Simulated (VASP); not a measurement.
Input of a VASP 6.6.1 run:

POSCAR

```
ZnO
1.0
    3.3646086281      0.0000000000      0.0000000000
   -1.6823043140      2.9138365457      0.0000000000
    0.0000000000      0.0000000000      5.2114160271
Zn O
2 2
Direct
    0.3333333333      0.6666666667      0.0012360734
    0.6666666667      0.3333333333      0.5012360734
    0.3333333333      0.6666666667      0.3808639266
    0.6666666667      0.3333333333      0.8808639266
```

INCAR.step1

```
PREC     = Accurate       # precision mode
ENCUT    = 520            # plane-wave cutoff, eV
ISMEAR   = 0              # smearing method
SIGMA    = 0.05           # smearing width, eV
LREAL    = False          # projectors in reciprocal space
LASPH    = True           # aspherical terms in the spheres
NELM     = 60             # most SCF steps
NBANDS   = 26             # bands
GGA      = PE             # functional
ALGO     = Normal         # electronic algorithm
EDIFF    = 1E-4           # SCF threshold, eV
LWAVE    = True           # write WAVECAR
LCHARG   = False          # write CHGCAR
```

INCAR.step2

```
PREC     = Accurate       # precision mode
ENCUT    = 520            # plane-wave cutoff, eV
EDIFF    = 1E-6           # SCF threshold, eV
ISMEAR   = 0              # smearing method
SIGMA    = 0.05           # smearing width, eV
LREAL    = False          # projectors in reciprocal space
LASPH    = True           # aspherical terms in the spheres
NELM     = 60             # most SCF steps
ALGO     = Normal         # electronic algorithm
ISIF     = 2              # what is computed and relaxed
LWAVE    = False          # write WAVECAR
LCHARG   = False          # write CHGCAR
METAGGA  = R2SCAN         # meta-GGA
LMIXTAU  = True         
NBANDS   = 26             # bands
ISTART   = 1
```

The input KPOINTS:

```
Automatic mesh
0
Gamma
  12 12 6
```

Potentials or basis: VASP PAW PBE potentials, release 64 (Zn, O).

Launch:

```console
$ cat potpaw_PBE.64/Zn/POTCAR potpaw_PBE.64/O/POTCAR > POTCAR
$ cp INCAR.step1 INCAR
$ mpirun -np 1 vasp_std > vasp.out
$ cp INCAR.step2 INCAR
$ mpirun -np 1 vasp_std > vasp.out
```

**Question.** What does it give for the largest force?

**Answer.** 0.285 eV/Å.

**Question.** Predict the band gap on the k mesh.

**Answer.** 1.14 eV.

**Question.** Predict the pressure.

**Answer.** -8.9 GPa.

Forces in eV/Å, atoms in the order of the input:
```
Zn   0.000  0.000 -0.285
Zn   0.000  0.000 -0.285
O    0.000  0.000  0.285
O    0.000  0.000  0.285
```

Caveat: the cell differs from its parent crystal (strain +0.040 along x and y, +0.000 along z); the stress differs along the axes, from -11 to -4 GPa; the PAW data sets were made with another functional, which shifts forces and pressure a little.
